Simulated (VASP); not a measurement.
# CaSn2O5 (Cmcm) in VASP: a series of runs

Aim: see how the results for CaSn2O5 move with the level of theory and the settings. Levels: PBE, r2SCAN. Tasks: electric field gradients.

Everything below comes from runs of VASP 6.6.1. Logs are shortened: lines on timing, memory, paths and dates and some standing lists are left out, and cuts for length are marked.

## (1) The cell of the first run

It takes space group Cmcm (No. 63, orthorhombic). Conventional cell: a = 4.001 Å, b = 10.918 Å, c = 10.864 Å, α = 90.00°, β = 90.00°, γ = 90.00°. Within 2.9 Å of Ca (site symmetry m2m) lie 6 O at 2.20 to 2.47 Å. Within 2.7 Å of Sn (site symmetry m) lie 6 O at 2.02 to 2.28 Å. O (site symmetry m2m) has 2 Sn at 2.16 Å and 2 Ca at 2.33 Å within 2.9 Å. O (site symmetry m) has 3 Sn at 2.12 to 2.28 Å and 1 Ca at 2.47 Å and 2 O at 2.61 Å within 2.8 Å. O (site symmetry m) has 2 Sn at 2.02 to 2.08 Å and 1 Ca at 2.20 Å and 1 O at 2.59 Å within 2.7 Å.

## (2) Electric field gradients, PBE

INCAR reads:

```
PREC = Accurate
ENCUT = 520
EDIFF = 1E-8
ISMEAR = -1
SIGMA = 0.02
LREAL = Auto
LASPH = T
NELM = 100
ALGO = Normal
ISIF = 2
LWAVE = F
LCHARG = F
GGA = PE
LEFG = T
NBANDS = 82
```

KPOINTS reads:

```
regular mesh
0
Gamma
  6 6 2
```

POSCAR reads:

```
CaSn2O5
1.0
    2.0005687264     -5.4591543772      0.0000000000
    2.0005687264      5.4591543772      0.0000000000
    0.0000000000      0.0000000000     10.8637004700
Ca Sn O
2 4 10
Direct
    0.1926225200      0.8073774800      0.2500000000
    0.8073774800      0.1926225200      0.7500000000
    0.8681984200      0.1318015800      0.0628791400
    0.1318015800      0.8681984200      0.9371208600
    0.1318015800      0.8681984200      0.5628791400
    0.8681984200      0.1318015800      0.4371208600
    0.1984940200      0.8015059800      0.7500000000
    0.8015059800      0.1984940200      0.2500000000
    0.6943133000      0.3056867000      0.5531824900
    0.3056867000      0.6943133000      0.4468175100
    0.3056867000      0.6943133000      0.0531824900
    0.6943133000      0.3056867000      0.9468175100
    0.0474373200      0.9525626800      0.1092214900
    0.9525626800      0.0474373200      0.8907785100
    0.0474373200      0.9525626800      0.3907785100
    0.9525626800      0.0474373200      0.6092214900
```

Potentials or basis: VASP PAW PBE potentials, release 64 (Ca_sv, Sn_d, O).

Started as:

```bash
$ cat potpaw_PBE.64/Ca_sv/POTCAR potpaw_PBE.64/Sn_d/POTCAR potpaw_PBE.64/O/POTCAR > POTCAR
$ mpirun -np 1 vasp_std > vasp.out
```

OUTCAR:

```text
PREC = Accurate
   ENCUT = 520
   EDIFF = 1E-8
   ISMEAR = -1
   LREAL = Auto
   LASPH = T
   NELM = 100
   ISIF = 2
   GGA = PE

 ion  position               nearest neighbor table
   1  0.193  0.807  0.250-  13 2.20  15 2.20   8 2.33   8 2.33  11 2.47  10 2.47   3 3.44   3 3.44
                             6 3.44   6 3.44   5 3.46   4 3.46
   2  0.807  0.193  0.750-  14 2.20  16 2.20   7 2.33   7 2.33  12 2.47   9 2.47   4 3.44   4 3.44
                             5 3.44   5 3.44   6 3.46   3 3.46
   3  0.868  0.132  0.063-  13 2.02  14 2.08  11 2.12  11 2.12   8 2.16  12 2.28   4 3.19   1 3.44
                             1 3.44   2 3.46   4 3.54   4 3.54
   4  0.132  0.868  0.937-  14 2.02  13 2.08  12 2.12  12 2.12   7 2.16  11 2.28   3 3.19   2 3.44
                             2 3.44   1 3.46   3 3.54   3 3.54
   5  0.132  0.868  0.563-  16 2.02  15 2.08   9 2.12   9 2.12   7 2.16  10 2.28   6 3.19   2 3.44
                             2 3.44   1 3.46   6 3.54   6 3.54
   6  0.868  0.132  0.437-  15 2.02  16 2.08  10 2.12  10 2.12   8 2.16   9 2.28   5 3.19   1 3.44
                             1 3.44   2 3.46   5 3.54   5 3.54
   7  0.198  0.802  0.750-   4 2.16   5 2.16   2 2.33   2 2.33
   8  0.802  0.198  0.250-   3 2.16   6 2.16   1 2.33   1 2.33
   9  0.694  0.306  0.553-   5 2.12   5 2.12   6 2.28   2 2.47
  10  0.306  0.694  0.447-   6 2.12   6 2.12   5 2.28   1 2.47
  11  0.306  0.694  0.053-   3 2.12   3 2.12   4 2.28   1 2.47
  12  0.694  0.306  0.947-   4 2.12   4 2.12   3 2.28   2 2.47
  13  0.047  0.953  0.109-   3 2.02   4 2.08   1 2.20
  14  0.953  0.047  0.891-   4 2.02   3 2.08   2 2.20
  15  0.047  0.953  0.391-   6 2.02   5 2.08   1 2.20
  16  0.953  0.047  0.609-   5 2.02   6 2.08   2 2.20

  LATTYP: Found a base centered orthorhombic cell.
 ALAT       =     4.0011374528
 B/A-ratio  =     2.7288012180
 C/A-ratio  =     2.7151530279

  Lattice vectors:

 A1 = (   2.0005687264,  -5.4591543772,   0.0000000000)
 A2 = (   2.0005687264,   5.4591543772,   0.0000000000)
 A3 = (   0.0000000000,   0.0000000000,  10.8637004700)

Analysis of symmetry for initial positions (statically):
=====================================================================
 Subroutine PRICEL returns:
 Original cell was already a primitive cell.

 Routine SETGRP: Setting up the symmetry group for a
 base centered orthorhombic supercell.

 Subroutine GETGRP returns: Found  8 space group operations
 (whereof  4 operations were pure point group operations)
 out of a pool of  8 trial point group operations.

The static configuration has the point symmetry C_2h.
 The point group associated with its full space group is D_2h.

Analysis of symmetry for dynamics (positions and initial velocities):
=====================================================================
 Subroutine PRICEL returns:
 Original cell was already a primitive cell.

 Routine SETGRP: Setting up the symmetry group for a
 base centered orthorhombic supercell.

 Subroutine GETGRP returns: Found  8 space group operations
 (whereof  4 operations were pure point group operations)
 out of a pool of  8 trial point group operations.

The dynamic configuration has the point symmetry C_2h.
 The point group associated with its full space group is D_2h.

 Subroutine INISYM returns: Found  8 space group operations
 (whereof  4 operations are pure point group operations),
 and found     1 'primitive' translations

----------------------------------------------------------------------------------------

                                     Primitive cell

  volume of cell :     237.2939

  direct lattice vectors                    reciprocal lattice vectors
     2.000568726 -5.459154377  0.000000000     0.249928929 -0.091589277  0.000000000
     2.000568726  5.459154377  0.000000000     0.249928929  0.091589277  0.000000000
     0.000000000  0.000000000 10.863700470     0.000000000  0.000000000  0.092049666

  length of vectors
     5.814175930  5.814175930 10.863700470     0.266182391  0.266182391  0.092049666

  position of ions in fractional coordinates (direct lattice)
     0.192622520  0.807377480  0.250000000
     0.807377480  0.192622520  0.750000000
     0.868198420  0.131801580  0.062879140
     0.131801580  0.868198420  0.937120860
     0.131801580  0.868198420  0.562879140
     0.868198420  0.131801580  0.437120860
[... 110 lines left out ...]
   TEBEG  =    0.0;   TEEND  =   0.0 temperature during run
   PSTRESS=    0.0 pullay stress
   NELECT =     136.0000    total number of electrons
   NUPDOWN=      -1.0000    fix difference up-down
   EMIN   =  10.00;   EMAX   =-10.00  energy-range for DOS
   EFERMI =   0.00;   METHOD = LEGACY
   ISMEAR =    -1;   SIGMA  =   0.02  broadening in eV -4-tet -1-fermi 0-gaus
   EFERMI_NEDOS =   21; number of points for ismear=-14 and -15
   IALGO  =     38    algorithm
   IMIX   =      4    mixing-type and parameters
     AMIX     =   0.40;   BMIX     =  1.00
     AMIX_MAG =   1.60;   BMIX_MAG =  1.00
  volume/ion in A,a.u.               =      14.83       100.08
  Fermi-wavevector in a.u.,A,eV,Ry     =   1.359854  2.569751 25.159930  1.849203
  Thomas-Fermi vector in A             =   2.486566
   LORBIT       =      0    0 simple, 1 ext, 2 COOP (PROOUT), +10 PAW based schemes
   GGA     = PE    functional components
[... 5 lines left out ...]
 non-spin polarized calculation
  energy-cutoff  :      520.00
  volume of cell :      237.29
 maximum number of plane-waves:      6444
 NGX is ok and might be reduce to    48
   NGX = 21   NGY = 21   NGZ = 41

 number of electron     136.0000019 magnetization

 Free energy of the ion-electron system (eV)
  ---------------------------------------------------
  ext. energy  EPLUGINS =         0.00000000
  ---------------------------------------------------
  free energy    TOTEN  =      -100.17851083 eV

  energy without entropy =     -100.17851083  energy(sigma->0) =     -100.17851083

 E-fermi :   3.5067     XC(G=0):  -9.8519

 val. band max:        2.9183973569   @ k =   0.3333   0.1667   0.0000
 cond. band min:       4.4005446199   @ k =   0.0000   0.0000   0.0000
 fundamental gap:      1.4821472630
 Fermi energy:         3.5067019086

 k-point     1 :       0.0000    0.0000    0.0000
  band No.  band energies     occupation
      1     -33.9897      2.00000
      2     -33.9896      2.00000
      3     -17.3596      2.00000
      4     -17.3400      2.00000
      5     -17.3176      2.00000
      6     -17.2903      2.00000
[... 1981 lines left out ...]
     79      11.1401      0.00000
     80      11.1401      0.00000

 [... further k-points ...]

 [bands above 80 left out]

------------------------ aborting loop because EDIFF is reached ----------------------------------------

  FORCE on cell =-STRESS in cart. coord.  units (eV):
  Direction    XX          YY          ZZ          XY          YZ          ZX
  --------------------------------------------------------------------------------------
  -------------------------------------------------------------------------------------
  Total        0.2677822      0.1434677      0.1849559      0.0000000      0.0000000      0.0000000
  in kB        1.8080301      0.9686747      1.2487976      0.0000000      0.0000000      0.0000000
  external PRESSURE =       1.3418341 kB  Pullay stress =       0.0000000 kB

 VOLUME and BASIS-vectors are now :
 -----------------------------------------------------------------------------
  energy-cutoff  :      520.00
  volume of cell :      237.29
      direct lattice vectors                 reciprocal lattice vectors
     2.000568726 -5.459154377  0.000000000     0.249928929 -0.091589277  0.000000000
     2.000568726  5.459154377  0.000000000     0.249928929  0.091589277  0.000000000
     0.000000000  0.000000000 10.863700470     0.000000000  0.000000000  0.092049666

 POSITION                                       TOTAL-FORCE (eV/Angst)
 -----------------------------------------------------------------------------------
      2.00057      3.35604      2.71593         0.000000     -0.000941     -0.000000
      2.00057     -3.35604      8.14778         0.000000      0.000941     -0.000000
      2.00057     -4.02010      0.68310         0.000000     -0.020759     -0.004895
      2.00057      4.02010     10.18060         0.000000      0.020759      0.004895
      2.00057      4.02010      6.11495         0.000000      0.020759     -0.004895
      2.00057     -4.02010      4.74875         0.000000     -0.020759      0.004895
[... 8 lines left out ...]
      2.00057      4.94122      4.24530         0.000000     -0.008222     -0.000190
      2.00057     -4.94122      6.61840         0.000000      0.008222      0.000190
 -----------------------------------------------------------------------------------
    total drift:                                0.000000      0.000000      0.000000

  FREE ENERGIE OF THE ION-ELECTRON SYSTEM (eV)
  ---------------------------------------------------
  free  energy   TOTEN  =      -100.1785108272 eV

  energy  without entropy=     -100.1785108272  energy(sigma->0) =     -100.17851083

 Electric field gradients (V/A^2)
---------------------------------------------------------------------
 ion       V_xx      V_yy      V_zz      V_xy      V_xz      V_yz
---------------------------------------------------------------------
   1      28.039   -19.693    -8.346     0.000     0.000     0.000
   2      28.039   -19.693    -8.346     0.000     0.000    -0.000
   3      42.157   -36.816    -5.341     0.000    -0.000   -14.589
   4      42.157   -36.816    -5.341    -0.000     0.000   -14.589
   5      42.157   -36.816    -5.341     0.000    -0.000    14.589
   6      42.157   -36.816    -5.341    -0.000    -0.000    14.589
[... 8 lines left out ...]
  15     -67.215    71.002    -3.787    -0.000    -0.000   -30.764
  16     -67.215    71.002    -3.787     0.000    -0.000   -30.764
---------------------------------------------------------------------

 Electric field gradients after diagonalization (V/A^2)
 (convention: |V_zz| > |V_xx| > |V_yy|)
----------------------------------------------------------------------
 ion       V_xx      V_yy      V_zz     asymmetry (V_yy - V_xx)/ V_zz
----------------------------------------------------------------------
   1     -19.693    -8.346    28.039       0.405
   2     -19.693    -8.346    28.039       0.405
   3      42.157     0.381   -42.538       0.982
   4      42.157     0.381   -42.538       0.982
   5      42.157     0.381   -42.538       0.982
   6      42.157     0.381   -42.538       0.982
[... 8 lines left out ...]
  15     -67.215   -14.815    82.030       0.639
  16     -67.215   -14.815    82.030       0.639
----------------------------------------------------------------------

           NMR quadrupolar parameters

 Cq : quadrupolar parameter    Cq=e*Q*V_zz/h
 eta: asymmetry parameters     (V_yy - V_xx)/ V_zz
 Q  : nuclear electric quadrupole moment in mb (millibarn)
----------------------------------------------------------------------
 ion       Cq(MHz)       eta       Q (mb)
----------------------------------------------------------------------
   1       0.068       0.405       1.000
   2       0.068       0.405       1.000
   3      -0.103       0.982       1.000
   4      -0.103       0.982       1.000
   5      -0.103       0.982       1.000
   6      -0.103       0.982       1.000
[... 8 lines left out ...]
  15       0.198       0.639       1.000
  16       0.198       0.639       1.000
----------------------------------------------------------------------
```

Run time: 19 min. Hardware: 1 thread of Intel Xeon Platinum 8488C (Sapphire Rapids), shared host; peak memory 0.65 GiB.

What came out:

| Quantity | Value |
| --- | --- |
| Free energy | -100.1785 eV |
| Pressure | 0.1 GPa |
| Largest force | 0.021 eV/Å |
| Band gap on the k mesh | 1.48 eV, indirect (least direct gap 1.53 eV) |

Forces on the atoms (eV/Å):
```
Ca   0.000 -0.001  0.000
Ca   0.000  0.001  0.000
Sn   0.000 -0.021 -0.005
Sn   0.000  0.021  0.005
Sn   0.000  0.021 -0.005
Sn   0.000 -0.021  0.005
O    0.000 -0.010  0.000
O    0.000  0.010  0.000
O    0.000 -0.011 -0.003
O    0.000  0.011  0.003
O    0.000  0.011 -0.003
O    0.000 -0.011  0.003
O    0.000 -0.008  0.000
O    0.000  0.008  0.000
O    0.000 -0.008  0.000
O    0.000  0.008  0.000
```

Electric field gradients, principal values (V/Å²):
```tsv
atom	least	middle	greatest (by size)
1 Ca	-8.346	-19.693	28.039
2 Ca	-8.346	-19.693	28.039
3 Sn	0.381	42.157	-42.538
4 Sn	0.381	42.157	-42.538
5 Sn	0.381	42.157	-42.538
6 Sn	0.381	42.157	-42.538
7 O	-37.739	-74.489	112.228
8 O	-37.739	-74.489	112.228
9 O	14.446	70.942	-85.388
10 O	14.446	70.942	-85.388
11 O	14.446	70.942	-85.388
12 O	14.446	70.942	-85.388
13 O	-14.815	-67.215	82.030
14 O	-14.815	-67.215	82.030
15 O	-14.815	-67.215	82.030
16 O	-14.815	-67.215	82.030
```

Caveat: without QUAD_EFG the Cq values of the log hold for a quadrupole moment of 1 mb, not for the nuclei; spin-orbit coupling is left out, which moves the levels of the heavy elements. A k mesh can miss the band edges.

(Continued in part 2 of 2.)
